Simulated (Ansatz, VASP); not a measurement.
**One calculation of AlN, two programs**

Contents of INCAR:

```
  PREC = Accurate
  ENCUT = 520
  EDIFF = 1E-7
  ISMEAR = 0
  SIGMA = 0.03
  LREAL = False
  LASPH = True
  NELM = 60
  ALGO = Normal
  ISIF = 2
  LWAVE = False
  LCHARG = True
  GGA = CA
  LELF = True
  LVHAR = True
  NBANDS = 16
```

KPOINTS

```
Automatic mesh
0
Gamma
  8 8 5
```

File POSCAR:

```
AlN
1.0
    3.1109999993      0.0000000000      0.0000000000
   -1.5554999997      2.6942050306      0.0000000000
    0.0000000000      0.0000000000      4.9511140000
Al N
2 2
Direct
    0.3333333333      0.6666666667     -0.0004548268
    0.6666666667      0.3333333333      0.4995451732
    0.3333333333      0.6666666667      0.3824548268
    0.6666666667      0.3333333333      0.8824548268
```

Input for Ansatz:

```yaml
crystal:
  lattice:
    - [3.1109999993, 0.0, 0.0]
    - [-1.5554999997, 2.6942050306, 0.0]
    - [0.0, 0.0, 4.951114]
  atoms:
    - { symbol: Al, position: [0.3333333333, 0.6666666667, -0.0004548268] }
    - { symbol: Al, position: [0.6666666667, 0.3333333333, 0.4995451732] }
    - { symbol: "N", position: [0.3333333333, 0.6666666667, 0.3824548268] }
    - { symbol: "N", position: [0.6666666667, 0.3333333333, 0.8824548268] }
scf:
  occupations: { method: gaussian, width: 0.03 }
output:
  eigenstates: { kpoints: [[0, 0, 0]] }
hamiltonian:
  xc: lda
kpoints:
  mp_grid: { grid: [8, 8, 5] }
```

Alike in both runs: task single point; functional LDA; k mesh 8 × 8 × 5; occupations gaussian, width 0.03 eV; no spin polarisation.

```csv
,VASP,Ansatz
version,VASP 6.6.1,Ansatz 0.2.0
potentials or method,"VASP PAW LDA potentials, release 64 (Al, N)","scalar-relativistic, plane waves, PAW"
plane-wave cutoff (eV),520,420
valence electrons in the cell,16,16
```

|  | VASP | Ansatz | Ansatz less VASP |
| --- | --- | --- | --- |
| gap on the k mesh at the Fermi level (eV) | 4.25 | 4.25 | -0.007 |
| least direct gap on the mesh (eV) | 4.25 | 4.25 | -0.007 |

LDA's correlation is that of Perdew and Zunger in VASP and of Perdew and Wang (1992) in Ansatz.
